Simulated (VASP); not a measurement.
The system is PbSe (Clausthalite).

```
Pb Se
1.0
     0.00000    3.06065    3.06065
     3.06065    0.00000    3.06065
     3.06065    3.06065    0.00000
Pb Se
1 1
Direct
  0.00000 0.00000 0.00000
  0.50000 0.50000 0.50000
```

```yaml
Program: VASP 6.6.1
Task: relaxation of cell and atoms
Functional: PBE
Potentials_or_basis: VASP PAW PBE potentials, release 64 (Pb_d, Se)
Cutoff: 600 eV
k_mesh: 8 × 8 × 8
Occupations: fermi-dirac, width 0.02 eV
Spin: no spin polarisation
```

At the start: pressure 2.4 GPa; volume 28.67 Å³/atom.

Task: How do energy, volume and symmetry change on relaxing?

Result: Over 3 steps the energy falls by 10.1 meV/atom and the volume is 30.05 Å³/atom (+4.8 %); space group Fm-3m (No. 225, to 0.05 Å).

Step by step:
| step | energy change (eV) | largest force (eV/Å) | pressure (GPa) | volume (Å³) |
| --- | --- | --- | --- | --- |
| 1 | 0.0000 | 0.0000 | 2.44 | 57.34 |
| 2 | -0.0180 | 0.0000 | -0.70 | 61.04 |
| 3 | -0.0201 | 0.0000 | 0.02 | 60.09 |

Final structure:
```
Pb Se
1.0
     0.00000    3.10883    3.10883
     3.10883    0.00000    3.10883
     3.10883    3.10883    0.00000
Pb Se
1 1
Direct
  0.00000 0.00000 0.00000
  0.50000 0.50000 0.50000
```
